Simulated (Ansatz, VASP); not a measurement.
**Two plane-wave programs on SrTeO**

```xyz
3
Lattice="-2.0312 2.0312 3.7478 2.0312 -2.0312 3.7478 2.0312 2.0312 -3.7478" Properties=species:S:1:pos:R:3 pbc="T T T"
Sr    0.0000    0.0000    0.0000
Te    0.0000    0.0000    2.9757
O     0.0000    0.0000    4.5198
```

Alike in both runs: task relaxation of cell and atoms; functional LDA; k mesh 8 × 8 × 8; occupations gaussian, width 0.1 eV; no spin polarisation.

|  | VASP | Ansatz |
| --- | --- | --- |
| version | VASP 6.6.1 | Ansatz 0.2.0 |
| potentials or method | VASP PAW LDA potentials, release 64 (Sr_sv, Te, O), cutoff 600 eV | scalar-relativistic, plane waves, PAW |
| valence electrons in the cell | 22 | 32 |

|  | VASP | Ansatz | Ansatz less VASP |
| --- | --- | --- | --- |
| relaxed volume (Å³/atom) | 23.96 | 32.46 | +8.497 |
| relaxed cell length with the largest relative difference (Å) | 5.577 | 5.599 | +0.0220 |

LDA's correlation is that of Perdew and Zunger in VASP and of Perdew and Wang (1992) in Ansatz. One of these differences is far larger than is usual between the two programs; its cause wasn't traced. VASP's potentials hold 22 valence electrons a cell and Ansatz's 32, so a difference there can come from the potentials and not from the codes.

Neither program's run includes spin-orbit coupling. Noted on VASP's run: the volume moved by over 15 % at a fixed basis, so the end points are rough.
